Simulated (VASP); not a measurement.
# CdTe (Fm-3m) in VASP: further runs

CdTe is run at these levels: r2SCAN, r2SCAN+D4; tasks: single point.

Everything below comes from runs of VASP 6.6.1. Logs are shortened: lines on timing, memory, paths and dates and some standing lists are left out, and cuts for length are marked.

## Step 1: The cell of the first run

Symmetry: Fm-3m, No. 225, cubic system. The conventional cell has a = 6.240 Å, b = 6.240 Å, c = 6.240 Å, α = 90.00°, β = 90.00°, γ = 90.00°. Within 4.1 Å of Te (site symmetry m-3m) lie 6 Cd at 3.12 Å. Cd (site symmetry m-3m) has 6 Te at 3.12 Å within 4.1 Å.

## Step 2: Single point, r2SCAN

POSCAR reads:

```
CdTe
1.0
    0.0000000000      3.1197940000      3.1197940000
    3.1197940000      0.0000000000      3.1197940000
    3.1197940000      3.1197940000      0.0000000000
Te Cd
1 1
Direct
    0.5000000000      0.5000000000      0.5000000000
    0.0000000000      0.0000000000      0.0000000000
```

INCAR.step1 reads:

```
SYSTEM = CdTe
PREC     = Accurate       ! precision mode
ENCUT    = 550            ! plane-wave cutoff, eV
ISMEAR   = -1             ! smearing method
SIGMA    = 0.1            ! smearing width, eV
LREAL    = .False.        ! projectors in reciprocal space
LASPH    = .True.         ! aspherical terms in the spheres
NELM     = 120            ! most SCF steps
NBANDS   = 16             ! bands
GGA      = PE             ! functional
ALGO     = Normal         ! electronic algorithm
EDIFF    = 1E-5           ! SCF threshold, eV
LWAVE    = .True.         ! write WAVECAR
LCHARG   = .False.        ! write CHGCAR
GGA_COMPAT= .False.
```

INCAR.step2 reads:

```
SYSTEM = CdTe
PREC     = Accurate       ! precision mode
ENCUT    = 550            ! plane-wave cutoff, eV
EDIFF    = 1E-6           ! SCF threshold, eV
ISMEAR   = -1             ! smearing method
SIGMA    = 0.1            ! smearing width, eV
LREAL    = .False.        ! projectors in reciprocal space
LASPH    = .True.         ! aspherical terms in the spheres
NELM     = 120            ! most SCF steps
ALGO     = Normal         ! electronic algorithm
ISIF     = 2              ! what is computed and relaxed
LWAVE    = .False.        ! write WAVECAR
LCHARG   = .False.        ! write CHGCAR
METAGGA  = R2SCAN         ! meta-GGA
LMIXTAU  = .True.       
NBANDS   = 16             ! bands
ISTART   = 1            
GGA_COMPAT= .False.
```

KPOINTS reads:

```
Automatic mesh
0
Gamma
  5 5 5
  0 0 0
```

Potentials or basis: VASP PAW PBE potentials, release 64 (Te, Cd).

Command:

```
cat potpaw_PBE.64/Te/POTCAR potpaw_PBE.64/Cd/POTCAR > POTCAR
cp INCAR.step1 INCAR
mpirun -np 1 vasp_std > vasp.out
cp INCAR.step2 INCAR
mpirun -np 1 vasp_std > vasp.out
```

OUTCAR:

```text
SYSTEM = CdTe
   PREC = Accurate
   ENCUT = 550
   EDIFF = 1E-6
   ISMEAR = -1
   LREAL = .False.
   LASPH = .True.
   NELM = 120
   ISIF = 2
   METAGGA = R2SCAN
   ISTART = 1

 ion  position               nearest neighbor table
   1  0.500  0.500  0.500-   2 3.12   2 3.12   2 3.12   2 3.12   2 3.12   2 3.12
   2  0.000  0.000  0.000-   1 3.12   1 3.12   1 3.12   1 3.12   1 3.12   1 3.12

  LATTYP: Found a face centered cubic cell.
 ALAT       =     6.2395880000

  Lattice vectors:

 A1 = (   0.0000000000,   3.1197940000,   3.1197940000)
 A2 = (   3.1197940000,   0.0000000000,   3.1197940000)
 A3 = (   3.1197940000,   3.1197940000,   0.0000000000)

Analysis of symmetry for initial positions (statically):
=====================================================================
 Subroutine PRICEL returns:
 Original cell was already a primitive cell.

 Routine SETGRP: Setting up the symmetry group for a
 face centered cubic supercell.

 Subroutine GETGRP returns: Found 48 space group operations
 (whereof 48 operations were pure point group operations)
 out of a pool of 48 trial point group operations.

The static configuration has the point symmetry O_h .

Analysis of symmetry for dynamics (positions and initial velocities):
=====================================================================
 Subroutine PRICEL returns:
 Original cell was already a primitive cell.

 Routine SETGRP: Setting up the symmetry group for a
 face centered cubic supercell.

 Subroutine GETGRP returns: Found 48 space group operations
 (whereof 48 operations were pure point group operations)
 out of a pool of 48 trial point group operations.

The dynamic configuration has the point symmetry O_h .

 Subroutine INISYM returns: Found 48 space group operations
 (whereof 48 operations are pure point group operations),
 and found     1 'primitive' translations

----------------------------------------------------------------------------------------

                                     Primitive cell

  volume of cell :      60.7306

  direct lattice vectors                    reciprocal lattice vectors
     0.000000000  3.119794000  3.119794000    -0.160266992  0.160266992  0.160266992
     3.119794000  0.000000000  3.119794000     0.160266992 -0.160266992  0.160266992
     3.119794000  3.119794000  0.000000000     0.160266992  0.160266992 -0.160266992
[... 65 lines left out ...]
   LSORBIT =      F    spin-orbit coupling
   LASPH  =      T    aspherical Exc in radial PAW
   ENCUT  =  550.0 eV  40.42 Ry    6.36 a.u.   8.44  8.44  8.44*2*pi/ulx,y,z
   NELM   =    120;   NELMIN=  2; NELMDL=  0     # of ELM steps
   EDIFF  = 0.1E-05   stopping-criterion for ELM
   LREAL  =      F    real-space projection
   EDIFFG = 0.1E-04   stopping-criterion for IOM
   NSW    =      0    number of steps for IOM
   IBRION =     -1    ionic relax: 0-MD 1-quasi-New 2-CG
   NFREE  =      0    steps in history (QN), initial steepest desc. (CG)
   ISIF   =      2    stress and relaxation
   ISYM   =      2    0-nonsym 1-usesym 2-fastsym
   POTIM  = 0.5000    time-step for ionic-motion
   TEBEG  =    0.0;   TEEND  =   0.0 temperature during run
   PSTRESS=    0.0 pullay stress
   NELECT =      18.0000    total number of electrons
   NUPDOWN=      -1.0000    fix difference up-down
   EMIN   =  10.00;   EMAX   =-10.00  energy-range for DOS
   EFERMI =   0.00;   METHOD = LEGACY
   ISMEAR =    -1;   SIGMA  =   0.10  broadening in eV -4-tet -1-fermi 0-gaus
   EFERMI_NEDOS =   21; number of points for ismear=-14 and -15
   IALGO  =     38    algorithm
   IMIX   =      4    mixing-type and parameters
     AMIX     =   0.40;   BMIX     =  1.00
     AMIX_MAG =   1.60;   BMIX_MAG =  1.00
  volume/ion in A,a.u.               =      30.37       204.92
  Fermi-wavevector in a.u.,A,eV,Ry     =   1.091515  2.062664 16.210052  1.191405
  Thomas-Fermi vector in A             =   2.227762
   LORBIT       =      0    0 simple, 1 ext, 2 COOP (PROOUT), +10 PAW based schemes
   METAGGA = R2SCAN    functional components
   LHFCALC =     F    Hartree Fock is set to
   AEXX    =    0.0000 exact exchange contribution
   IVDW    =     0    specifies the selected vdW correction
   LEPSILON=     F    determine dielectric tensor
   LRPA    =     F    only Hartree local field effects (RPA)
 non-spin polarized calculation
  energy-cutoff  :      550.00
  volume of cell :       60.73
 maximum number of plane-waves:      1807
 NGX is ok and might be reduce to    36
   NGX = 17   NGY = 17   NGZ = 17

 number of electron      18.0000002 magnetization

 Free energy of the ion-electron system (eV)
  ---------------------------------------------------
  ext. energy  EPLUGINS =         0.00000000
  ---------------------------------------------------
  free energy    TOTEN  =       -46.25749742 eV

  energy without entropy =      -46.23242633  energy(sigma->0) =      -46.24496187

 E-fermi :   3.2006     XC(G=0):  -9.8823

 val. band max:        3.1317806215   @ k =  -0.2000   0.2000   0.0000
 cond. band min:       3.6825702899   @ k =  -0.4000   0.4000   0.0000
 fundamental gap:      0.5507896684
 Fermi energy:         3.2006136431

 k-point     1 :       0.0000    0.0000    0.0000
  band No.  band energies     occupation
      1      -8.4496      2.00000
      2      -5.4119      2.00000
      3      -5.4119      2.00000
      4      -5.3759      2.00000
      5      -5.3759      2.00000
      6      -5.3759      2.00000
[... 167 lines left out ...]
      3      -5.3837      2.00000
      4      -5.3477      2.00000
      5      -5.2919      2.00000
      6      -4.9623      2.00000
[... 8 lines left out ...]
     15      13.6923      0.00000
     16      15.9037      0.00000

------------------------ aborting loop because EDIFF is reached ----------------------------------------

  FORCE on cell =-STRESS in cart. coord.  units (eV):
  Direction    XX          YY          ZZ          XY          YZ          ZX
  --------------------------------------------------------------------------------------
  -------------------------------------------------------------------------------------
  Total       -1.2135833     -1.2135833     -1.2135833     -0.0000000      0.0000000     -0.0000000
  in kB      -32.0163955    -32.0163955    -32.0163955     -0.0000000      0.0000000     -0.0000000
  external PRESSURE =     -32.0163955 kB  Pullay stress =       0.0000000 kB

 VOLUME and BASIS-vectors are now :
 -----------------------------------------------------------------------------
  energy-cutoff  :      550.00
  volume of cell :       60.73
      direct lattice vectors                 reciprocal lattice vectors
     0.000000000  3.119794000  3.119794000    -0.160266992  0.160266992  0.160266992
     3.119794000  0.000000000  3.119794000     0.160266992 -0.160266992  0.160266992
     3.119794000  3.119794000  0.000000000     0.160266992  0.160266992 -0.160266992

 POSITION                                       TOTAL-FORCE (eV/Angst)
 -----------------------------------------------------------------------------------
      3.11979      3.11979      3.11979        -0.000000     -0.000000      0.000000
      0.00000      0.00000      0.00000         0.000000      0.000000      0.000000
 -----------------------------------------------------------------------------------
    total drift:                               -0.000000      0.000000      0.000000

  FREE ENERGIE OF THE ION-ELECTRON SYSTEM (eV)
  ---------------------------------------------------
  free  energy   TOTEN  =       -46.2574974218 eV

  energy  without entropy=      -46.2324263274  energy(sigma->0) =      -46.24496187
```

Wall time 73 s (1 thread of AMD EPYC 7R43 (Zen 3), shared host); peak memory 0.18 GiB.

Results:

| Item | Value |
| --- | --- |
| Free energy | -46.2575 eV |
| Pressure | -3.2 GPa |
| Band gap on the k mesh | zero (band 9 reaches 3.13 eV, above the bottom of band 10 at 2.67 eV) |

Caveat: the PAW data sets were made with another functional, which shifts forces and pressure a little; spin-orbit coupling is left out, which moves the levels of the heavy elements.

## Step 3: Single point, r2SCAN+D4

POSCAR is that of step 2.

INCAR.step1 reads:

```
PREC = Accurate ; ENCUT = 550
ISMEAR = -1 ; SIGMA = 0.1
LREAL = False ; LASPH = True
NELM = 120 ; NBANDS = 16
GGA = PE ; ALGO = Normal
EDIFF = 1E-5 ; LWAVE = True
LCHARG = False ; GGA_COMPAT = False
```

INCAR.step2 reads:

```
PREC = Accurate ; ENCUT = 550
EDIFF = 1E-6 ; ISMEAR = -1
SIGMA = 0.1 ; LREAL = False
LASPH = True ; NELM = 120
ALGO = Normal ; ISIF = 2
LWAVE = False ; LCHARG = True
METAGGA = R2SCAN ; LMIXTAU = True
IVDW = 13 ; VDW_S6 = 1.0
VDW_S8 = 0.6018749 ; VDW_A1 = 0.51559235
VDW_A2 = 5.77342911 ; LELF = True
LVHAR = True ; NBANDS = 16
ISTART = 1 ; GGA_COMPAT = False
```

KPOINTS reads:

```
Automatic mesh
0
Gamma
  5 5 5
```

Potentials or basis: VASP PAW PBE potentials, release 64 (Te, Cd).

Command:

```
cat potpaw_PBE.64/Te/POTCAR potpaw_PBE.64/Cd/POTCAR > POTCAR
cp INCAR.step1 INCAR
mpirun -np 1 vasp_std > vasp.out
cp INCAR.step2 INCAR
mpirun -np 1 vasp_std > vasp.out
```

It took 86 s on 1 thread of AMD EPYC 7R43 (Zen 3), shared host; peak memory 0.18 GiB.

It converged, with:

```yaml
Free_energy: -46.5368 eV
Pressure: -3.9 GPa
Band_gap_on_the_k_mesh: zero (band 9 reaches 3.13 eV, above the bottom of band 10 at 2.67 eV)
Dispersion_energy_per_atom: -0.140 eV
```

Levels at points of the mesh, in eV from the Fermi level:
```csv
k point,band 6,band 7,band 8,band 9,band 10,band 11,band 12,band 13
"(0.00, 0.00, 0.00)",-8.58,-0.51,-0.51,-0.51,0.50,7.43,7.43,7.43
```

Caveat: the PAW data sets were made with another functional, which shifts forces and pressure a little; spin-orbit coupling is left out, which moves the levels of the heavy elements; pairwise dispersion overbinds metals, which lowers pressure and volume.
